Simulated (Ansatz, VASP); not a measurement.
Two plane-wave programs on Si2W

File INCAR:

```
PREC     = Accurate       # precision mode
ENCUT    = 520            # plane-wave cutoff, eV
EDIFF    = 1E-7           # SCF threshold, eV
ISMEAR   = 0              # smearing method
SIGMA    = 0.1            # smearing width, eV
LREAL    = F              # projectors in reciprocal space
LASPH    = T              # aspherical terms in the spheres
NELM     = 80             # most SCF steps
ALGO     = Normal         # electronic algorithm
ISIF     = 2              # what is computed and relaxed
LWAVE    = F              # write WAVECAR
LCHARG   = T              # write CHGCAR
GGA      = PE             # functional
LELF     = T              # ELF
LVHAR    = T            
NBANDS   = 31             # bands
```

KPOINTS

```
regular mesh
0
Gamma
  4 4 6
```

Contents of POSCAR:

```
Si2W
1.0
    4.9497363965      0.0000000000      0.0000000000
    0.0000000000      5.1004495240      0.0000000000
    0.0000000000      0.0000000000      3.3315533438
Si W
4 2
Direct
    0.2250000000      0.8250000000      0.5000000000
    0.7250000000      0.6750000000      0.0000000000
    0.7750000000      0.1750000000      0.5000000000
    0.2750000000      0.3250000000      0.0000000000
    0.5000000000      0.5000000000      0.5000000000
    0.0000000000      0.0000000000      0.0000000000
```

Input for Ansatz:

```yaml
crystal:
  lattice:
    - [4.9497363965, 0.0, 0.0]
    - [0.0, 5.100449524, 0.0]
    - [0.0, 0.0, 3.3315533438]
  atoms:
    - { symbol: Si, position: [0.225, 0.825, 0.5] }
    - { symbol: Si, position: [0.725, 0.675, 0.0] }
    - { symbol: Si, position: [0.775, 0.175, 0.5] }
    - { symbol: Si, position: [0.275, 0.325, 0.0] }
    - { symbol: W, position: [0.5, 0.5, 0.5] }
    - { symbol: W, position: [0.0, 0.0, 0.0] }
basis:
  ecutwfc: 420
kpoints:
  mp_grid: { grid: [4, 4, 6] }
hamiltonian:
  xc: pbe
scf:
  occupations: { method: gaussian, width: 0.1 }
  lower_state_search: "off"
output:
  forces: true
  stress: true
  eigenvalues: true
```

Alike in both runs: task single point; functional PBE; k mesh 4 × 4 × 6; occupations gaussian, width 0.1 eV; no spin polarisation.

|  | VASP | Ansatz |
| --- | --- | --- |
| version | VASP 6.6.1 | Ansatz 0.2.0 |
| potentials or method | VASP PAW PBE potentials, release 64 (Si, W_sv), cutoff 520 eV | scalar-relativistic, plane waves, PAW |
| valence electrons in the cell | 44 | 44 |

VASP gave:

- gap on the k mesh at the Fermi level (eV): none
- rms of the force components (eV/Å): 0.745

Q: Estimate Ansatz's values.

A: gap on the k mesh at the Fermi level (eV): none; rms of the force components (eV/Å): 0.744.

Atom by atom the forces differ by 0.003 eV/Å (rms over components). A gap of «none» marks a metal or a gap that the smearing closes.

Neither program's run includes spin-orbit coupling.
